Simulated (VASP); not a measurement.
# Be4Se (Pm-3m) in VASP: notebook

The runs below take Be4Se through single point, relaxation of cell and atoms, with PBE.

Everything below comes from runs of VASP 6.6.1. Logs are shortened: lines on timing, memory, paths and dates and some standing lists are left out, and cuts for length are marked.

## (1) The cell of the first run

It takes space group Pm-3m (No. 221, cubic). The conventional cell has a = 3.881 Å, b = 3.881 Å, c = 3.881 Å, α = 90.00°, β = 90.00°, γ = 90.00°. Within 3.6 Å of Be (site symmetry m-3m) lie 12 Be at 2.74 Å and 8 Se at 3.36 Å. Be (site symmetry 4/mmm) has 2 Se at 1.94 Å within 2.6 Å. Se (site symmetry m-3m) has 6 Be at 1.94 Å within 2.6 Å.

## (2) Single point, PBE

The input, INCAR:

```
SYSTEM = Be4Se
PREC = Accurate
ENCUT = 520
EDIFF = 1E-7
ISMEAR = 0
SIGMA = 0.1
LREAL = .False.
LASPH = .True.
NELM = 80
ALGO = Normal
ISIF = 2
LWAVE = .False.
LCHARG = .False.
GGA = PE
NBANDS = 15
```

The input, KPOINTS:

```
regular mesh
0
Gamma
  4 4 4
  0 0 0
```

The input, POSCAR:

```
Be4Se
1.0
    3.8813722500      0.0000000000      0.0000000000
    0.0000000000      3.8813722500      0.0000000000
    0.0000000000      0.0000000000      3.8813722500
Be Se
4 1
Direct
    0.0000000000      0.0000000000      0.0000000000
    0.5000000000      0.5000000000      0.0000000000
    0.5000000000      0.0000000000      0.5000000000
    0.0000000000      0.5000000000      0.5000000000
    0.5000000000      0.5000000000      0.5000000000
```

Potentials or basis: VASP PAW PBE potentials, release 64 (Be, Se).

The run is started by

```bash
$ cat potpaw_PBE.64/Be/POTCAR potpaw_PBE.64/Se/POTCAR > POTCAR
$ mpirun -np 1 vasp_std > vasp.out
```

OUTCAR:

```text
SYSTEM = Be4Se
   PREC = Accurate
   ENCUT = 520
   EDIFF = 1E-7
   ISMEAR = 0
   LREAL = .False.
   LASPH = .True.
   NELM = 80
   ISIF = 2
   GGA = PE

 ion  position               nearest neighbor table
   1  0.000  0.000  0.000-
   2  0.500  0.500  0.000-   5 1.94   5 1.94
   3  0.500  0.000  0.500-   5 1.94   5 1.94
   4  0.000  0.500  0.500-   5 1.94   5 1.94
   5  0.500  0.500  0.500-   2 1.94   3 1.94   4 1.94   2 1.94   3 1.94   4 1.94

  LATTYP: Found a simple cubic cell.
 ALAT       =     3.8813722500

  Lattice vectors:

 A1 = (   3.8813722500,   0.0000000000,   0.0000000000)
 A2 = (   0.0000000000,   3.8813722500,   0.0000000000)
 A3 = (   0.0000000000,   0.0000000000,   3.8813722500)

Analysis of symmetry for initial positions (statically):
=====================================================================
 Subroutine PRICEL returns:
 Original cell was already a primitive cell.

 Routine SETGRP: Setting up the symmetry group for a
 simple cubic supercell.

 Subroutine GETGRP returns: Found 48 space group operations
 (whereof 48 operations were pure point group operations)
 out of a pool of 48 trial point group operations.

The static configuration has the point symmetry O_h .

Analysis of symmetry for dynamics (positions and initial velocities):
=====================================================================
 Subroutine PRICEL returns:
 Original cell was already a primitive cell.

 Routine SETGRP: Setting up the symmetry group for a
 simple cubic supercell.

 Subroutine GETGRP returns: Found 48 space group operations
 (whereof 48 operations were pure point group operations)
 out of a pool of 48 trial point group operations.

The dynamic configuration has the point symmetry O_h .

 Subroutine INISYM returns: Found 48 space group operations
 (whereof 48 operations are pure point group operations),
 and found     1 'primitive' translations

----------------------------------------------------------------------------------------

                                     Primitive cell

  volume of cell :      58.4731

  direct lattice vectors                    reciprocal lattice vectors
     3.881372250  0.000000000  0.000000000     0.257640838  0.000000000  0.000000000
     0.000000000  3.881372250  0.000000000     0.000000000  0.257640838  0.000000000
     0.000000000  0.000000000  3.881372250     0.000000000  0.000000000  0.257640838

  length of vectors
     3.881372250  3.881372250  3.881372250     0.257640838  0.257640838  0.257640838

  position of ions in fractional coordinates (direct lattice)
     0.000000000  0.000000000  0.000000000
     0.500000000  0.500000000  0.000000000
     0.500000000  0.000000000  0.500000000
     0.000000000  0.500000000  0.500000000
     0.500000000  0.500000000  0.500000000

  ion indices of the primitive-cell ions
   primitive index   ion index
                 1           1
                 2           2
                 3           3
                 4           4
                 5           5

----------------------------------------------------------------------------------------

 KPOINTS: regular mesh

Automatic generation of k-mesh.
 Grid dimensions read from file:
 generate k-points for:    4    4    4

 Generating k-lattice:

  Cartesian coordinates                     Fractional coordinates (reciprocal lattice)
     0.064410210  0.000000000  0.000000000     0.250000000  0.000000000  0.000000000
     0.000000000  0.064410210  0.000000000     0.000000000  0.250000000  0.000000000
     0.000000000  0.000000000  0.064410210     0.000000000  0.000000000  0.250000000

  Length of vectors
     0.064410210  0.064410210  0.064410210

  Shift w.r.t. Gamma in fractional coordinates (k-lattice)
     0.000000000  0.000000000  0.000000000

 Subroutine IBZKPT returns following result:
 ===========================================

 Found     10 irreducible k-points:

 Following reciprocal coordinates:
            Coordinates               Weight
  0.000000  0.000000  0.000000      1.000000
  0.250000  0.000000  0.000000      6.000000
  0.500000  0.000000  0.000000      3.000000
  0.250000  0.250000  0.000000     12.000000
  0.500000  0.250000  0.000000     12.000000
  0.500000  0.500000  0.000000      3.000000
  0.250000  0.250000  0.250000      8.000000
  0.500000  0.250000  0.250000     12.000000
  0.500000  0.500000  0.250000      6.000000
  0.500000  0.500000  0.500000      1.000000
   k-points           NKPTS =     10   k-points in BZ     NKDIM =     10   number of bands    NBANDS=     15
   number of dos      NEDOS =    301   number of ions     NIONS =      5
   total plane-waves  NPLWV =  27000
   dimension x,y,z NGX =    30 NGY =   30 NGZ =   30
   dimension x,y,z NGXF=    60 NGYF=   60 NGZF=   60
   ions per type =               4   1
   NGX,Y,Z   is equivalent  to a cutoff of  12.85, 12.85, 12.85 a.u.
   NGXF,Y,Z  is equivalent  to a cutoff of  25.70, 25.70, 25.70 a.u.
 SYSTEM =  Be4Se
   PREC   = accura    normal or accurate (medium, high low for compatibility)
   ISTART =      0    job   : 0-new  1-cont  2-samecut
   ICHARG =      2    charge: 1-file 2-atom 10-const
   ISPIN  =      1    spin polarized calculation?
   LNONCOLLINEAR =      F non collinear calculations
   LSORBIT =      F    spin-orbit coupling
   LASPH  =      T    aspherical Exc in radial PAW
   ENCUT  =  520.0 eV  38.22 Ry    6.18 a.u.   7.22  7.22  7.22*2*pi/ulx,y,z
   NELM   =     80;   NELMIN=  2; NELMDL= -5     # of ELM steps
   EDIFF  = 0.1E-06   stopping-criterion for ELM
   LREAL  =      F    real-space projection
   EDIFFG = 0.1E-05   stopping-criterion for IOM
   NSW    =      0    number of steps for IOM
   IBRION =     -1    ionic relax: 0-MD 1-quasi-New 2-CG
   NFREE  =      0    steps in history (QN), initial steepest desc. (CG)
   ISIF   =      2    stress and relaxation
   ISYM   =      2    0-nonsym 1-usesym 2-fastsym
   POTIM  = 0.5000    time-step for ionic-motion
   TEBEG  =    0.0;   TEEND  =   0.0 temperature during run
   PSTRESS=    0.0 pullay stress
   NELECT =      14.0000    total number of electrons
   NUPDOWN=      -1.0000    fix difference up-down
   EMIN   =  10.00;   EMAX   =-10.00  energy-range for DOS
   EFERMI =   0.00;   METHOD = LEGACY
   ISMEAR =     0;   SIGMA  =   0.10  broadening in eV -4-tet -1-fermi 0-gaus
   EFERMI_NEDOS =   21; number of points for ismear=-14 and -15
   IALGO  =     38    algorithm
   IMIX   =      4    mixing-type and parameters
     AMIX     =   0.40;   BMIX     =  1.00
     AMIX_MAG =   1.60;   BMIX_MAG =  1.00
  volume/ion in A,a.u.               =      11.69        78.92
  Fermi-wavevector in a.u.,A,eV,Ry     =   1.016558  1.921016 14.060130  1.033390
  Thomas-Fermi vector in A             =   2.149909
   LORBIT       =      0    0 simple, 1 ext, 2 COOP (PROOUT), +10 PAW based schemes
   GGA     = PE    functional components
   LHFCALC =     F    Hartree Fock is set to
   AEXX    =    0.0000 exact exchange contribution
   IVDW    =     0    specifies the selected vdW correction
   LEPSILON=     F    determine dielectric tensor
   LRPA    =     F    only Hartree local field effects (RPA)
 non-spin polarized calculation
 Gauss-broadening in eV      SIGMA  =   0.10
  energy-cutoff  :      520.00
  volume of cell :       58.47
 maximum number of plane-waves:      1596
 NGX is ok and might be reduce to    30
   NGX = 15   NGY = 15   NGZ = 15

 number of electron      14.0000002 magnetization

 Free energy of the ion-electron system (eV)
  ---------------------------------------------------
  ext. energy  EPLUGINS =         0.00000000
  ---------------------------------------------------
  free energy    TOTEN  =       -10.67180382 eV

  energy without entropy =      -10.65333115  energy(sigma->0) =      -10.66256748

 E-fermi :   6.5642     XC(G=0): -10.0468

 val. band max:        6.4364322887   @ k =   0.5000   0.2500   0.0000
 cond. band min:       6.5677602400   @ k =   0.2500   0.0000   0.0000
 fundamental gap:      0.1313279513
 Fermi energy:         6.5642420193

 k-point     1 :       0.0000    0.0000    0.0000
  band No.  band energies     occupation
      1     -11.2291      2.00000
      2      -1.7846      2.00000
      3      -1.7846      2.00000
      4      -1.7846      2.00000
      5       1.5709      2.00000
      6       6.1592      2.00000
      7       6.1592      2.00000
      8       8.1692      0.00000
      9       8.1692      0.00000
     10       8.1692      0.00000
     11      11.0028      0.00000
     12      11.0028      0.00000
     13      11.0028      0.00000
     14      13.2757      0.00000
     15      13.2757      0.00000

 k-point     2 :       0.2500    0.0000    0.0000
  band No.  band energies     occupation
      1     -11.1556      2.00000
      2      -2.7759      2.00000
      3      -1.5652      2.00000
      4      -1.5652      2.00000
      5       2.8333      2.00000
      6       5.8487      2.00000
      7       6.5678      0.96032
      8       7.0117      0.00000
      9       7.0117      0.00000
     10       9.0657      0.00000
     11       9.6626      0.00000
     12      10.3101      0.00000
     13      10.3101      0.00000
     14      13.6600      0.00000
     15      14.8876      0.00000
[... 113 lines left out ...]
      3      -2.1773      2.00000
      4      -1.3093      2.00000
      5       1.5738      2.00000
      6       3.7468      2.00000
      7       3.7468      2.00000
      8       6.7298      0.01918
      9       8.5423      0.00000
     10      10.2192      0.00000
     11      11.2763      0.00000
     12      11.2763      0.00000
     13      13.6232      0.00000
     14      14.0958      0.00000
     15      14.3057      0.00000

 k-point    10 :       0.5000    0.5000    0.5000
  band No.  band energies     occupation
      1     -10.9463      2.00000
      2      -1.6506      2.00000
      3      -1.6506      2.00000
      4      -1.6506      2.00000
      5       2.1750      2.00000
      6       2.1750      2.00000
      7       2.1750      2.00000
      8       5.1531      2.00000
      9      10.3090      0.00000
     10      10.3090      0.00000
     11      14.3163      0.00000
     12      14.3163      0.00000
     13      14.3163      0.00000
     14      15.1388      0.00000
     15      15.1389      0.00000

------------------------ aborting loop because EDIFF is reached ----------------------------------------

  FORCE on cell =-STRESS in cart. coord.  units (eV):
  Direction    XX          YY          ZZ          XY          YZ          ZX
  --------------------------------------------------------------------------------------
  -------------------------------------------------------------------------------------
  Total       10.3009193     10.3009193     10.3009193     -0.0000000     -0.0000000     -0.0000000
  in kB      282.2478730    282.2478730    282.2478730     -0.0000000     -0.0000000     -0.0000000
  external PRESSURE =     282.2478730 kB  Pullay stress =       0.0000000 kB

 VOLUME and BASIS-vectors are now :
 -----------------------------------------------------------------------------
  energy-cutoff  :      520.00
  volume of cell :       58.47
      direct lattice vectors                 reciprocal lattice vectors
     3.881372250  0.000000000  0.000000000     0.257640838  0.000000000  0.000000000
     0.000000000  3.881372250  0.000000000     0.000000000  0.257640838  0.000000000
     0.000000000  0.000000000  3.881372250     0.000000000  0.000000000  0.257640838

 POSITION                                       TOTAL-FORCE (eV/Angst)
 -----------------------------------------------------------------------------------
      0.00000      0.00000      0.00000         0.000000      0.000000      0.000000
      1.94069      1.94069      0.00000         0.000000      0.000000      0.000000
      1.94069      0.00000      1.94069         0.000000      0.000000      0.000000
      0.00000      1.94069      1.94069         0.000000      0.000000      0.000000
      1.94069      1.94069      1.94069         0.000000      0.000000      0.000000
 -----------------------------------------------------------------------------------
    total drift:                                0.000000      0.000000     -0.000000

  FREE ENERGIE OF THE ION-ELECTRON SYSTEM (eV)
  ---------------------------------------------------
  free  energy   TOTEN  =       -10.6718038157 eV

  energy  without entropy=      -10.6533311504  energy(sigma->0) =      -10.66256748
```

It took 10 s on 1 thread of AMD EPYC 7R43 (Zen 3), shared host; peak memory 0.13 GiB.

What came out:

| Property | Result |
| --- | --- |
| Free energy | -10.6718 eV |
| Pressure | 28.2 GPa |
| Band gap on the k mesh | zero (band 7 reaches 6.96 eV, above the bottom of band 8 at 5.15 eV) |

Caveat: the k points lie up to 0.40 Å⁻¹ apart.

## (3) Single point, PBE

This run uses another cell than the first one, of 15.47 Å³/atom, 1.323 times its volume.

The input, INCAR:

```
SYSTEM = Be4Se
PREC     = Accurate       ! precision mode
ENCUT    = 520            ! plane-wave cutoff, eV
EDIFF    = 1E-7           ! SCF threshold, eV
ISMEAR   = 0              ! smearing method
SIGMA    = 0.1            ! smearing width, eV
LREAL    = .False.        ! projectors in reciprocal space
LASPH    = .True.         ! aspherical terms in the spheres
NELM     = 60             ! most SCF steps
ALGO     = Normal         ! electronic algorithm
ISIF     = 2              ! what is computed and relaxed
LWAVE    = .False.        ! write WAVECAR
LCHARG   = .False.        ! write CHGCAR
GGA      = PE             ! functional
NBANDS   = 15             ! bands
```

The input, KPOINTS:

```
Automatic mesh
0
Gamma
  4 4 4
  0 0 0
```

POSCAR: that of step 2 with these lines changed.

```diff
@@ -2,5 +2,5 @@
 1.0
-    3.8813722500      0.0000000000      0.0000000000
-    0.0000000000      3.8813722500      0.0000000000
-    0.0000000000      0.0000000000      3.8813722500
+    4.2610056836      0.0000000000      0.0000000000
+    0.0000000000      4.2610056836      0.0000000000
+    0.0000000000      0.0000000000      4.2610056836
 Be Se
```

Potentials or basis: VASP PAW PBE potentials, release 64 (Be, Se).

The run is started by

```bash
$ cat potpaw_PBE.64/Be/POTCAR potpaw_PBE.64/Se/POTCAR > POTCAR
$ mpirun -np 1 vasp_std > vasp.out
```

OUTCAR:

```text
SYSTEM = Be4Se
   PREC = Accurate
   ENCUT = 520
   EDIFF = 1E-7
   ISMEAR = 0
   LREAL = .False.
   LASPH = .True.
   NELM = 60
   ISIF = 2
   GGA = PE

 ion  position               nearest neighbor table
   1  0.000  0.000  0.000-
   2  0.500  0.500  0.000-   5 2.13   5 2.13
   3  0.500  0.000  0.500-   5 2.13   5 2.13
   4  0.000  0.500  0.500-   5 2.13   5 2.13
   5  0.500  0.500  0.500-   2 2.13   3 2.13   4 2.13   2 2.13   3 2.13   4 2.13

[... 366 lines left out ...]
  --------------------------------------------------------------------------------------
  -------------------------------------------------------------------------------------
  Total        0.1181568      0.1181568      0.1181568     -0.0000000      0.0000000      0.0000000
  in kB        2.4469934      2.4469934      2.4469934     -0.0000000      0.0000000      0.0000000
  external PRESSURE =       2.4469934 kB  Pullay stress =       0.0000000 kB

 VOLUME and BASIS-vectors are now :
 -----------------------------------------------------------------------------
  energy-cutoff  :      520.00
  volume of cell :       77.36
      direct lattice vectors                 reciprocal lattice vectors
     4.261005684  0.000000000  0.000000000     0.234686380  0.000000000  0.000000000
     0.000000000  4.261005684  0.000000000     0.000000000  0.234686380  0.000000000
     0.000000000  0.000000000  4.261005684     0.000000000  0.000000000  0.234686380

 POSITION                                       TOTAL-FORCE (eV/Angst)
 -----------------------------------------------------------------------------------
      0.00000      0.00000      0.00000         0.000000      0.000000      0.000000
      2.13050      2.13050      0.00000         0.000000      0.000000      0.000000
      2.13050      0.00000      2.13050         0.000000      0.000000      0.000000
      0.00000      2.13050      2.13050         0.000000      0.000000      0.000000
      2.13050      2.13050      2.13050         0.000000      0.000000      0.000000
 -----------------------------------------------------------------------------------
    total drift:                                0.000000     -0.000000     -0.000000

  FREE ENERGIE OF THE ION-ELECTRON SYSTEM (eV)
  ---------------------------------------------------
  free  energy   TOTEN  =       -12.0469081266 eV

  energy  without entropy=      -12.0327947833  energy(sigma->0) =      -12.03985145
```

Wall time 10 s (1 thread of AMD EPYC 7R43 (Zen 3), shared host); peak memory 0.14 GiB.

What came out:

| Quantity | Value |
| --- | --- |
| Free energy | -12.0469 eV |
| Pressure | 0.2 GPa |
| Band gap on the k mesh | zero (band 7 reaches 4.60 eV, above the bottom of band 8 at 2.90 eV) |

Caveat: the k points lie up to 0.37 Å⁻¹ apart.

(Part 1 of 2 ends here.)
